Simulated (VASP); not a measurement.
Sn, 4 atoms in the cell. Symmetry: P6_3/mmc, No. 194, hexagonal system. The conventional cell has a = 3.217 Å, b = 3.217 Å, c = 10.657 Å, α = 90.00°, β = 90.00°, γ = 120.00°. Sn (site symmetry -3m) has 12 Sn at 3.22 to 3.25 Å within 4.2 Å. Within 4.2 Å of Sn (site symmetry -6m2) lie 12 Sn at 3.22 to 3.25 Å.  This cell differs from its parent crystal: volume scaled by 0.88.

```yaml
Program: VASP 6.6.1
Task: single point
Functional: r2SCAN
Potentials_or_basis: VASP PAW PBE potentials, release 64 (Sn_d)
Cutoff: 520 eV
k_mesh: 12 × 12 × 4
Occupations: fermi-dirac, width 0.1 eV
Spin: no spin polarisation
Dipole_correction: no
Further_INCAR_settings: ALGO = Normal; EDIFF = 1e-07; NBANDS = 36
```

Potentials or basis: VASP PAW PBE potentials, release 64 (Sn_d).

Command:

```bash
$ cat potpaw_PBE.64/Sn_d/POTCAR > POTCAR
$ cp INCAR.step1 INCAR
$ mpirun -np 1 vasp_std > vasp.out
$ cp INCAR.step2 INCAR
$ mpirun -np 1 vasp_std > vasp.out
```

Hardware: 1 thread of Intel(R) Xeon(R) 6975P-C (Granite Rapids), on a shared host.

**Question.** Estimate the wall time of this run.

**Answer.** It took 4 min on 1 thread of Intel(R) Xeon(R) 6975P-C (Granite Rapids) (shared host), peak memory 0.3 GiB. Counts: k points 57.
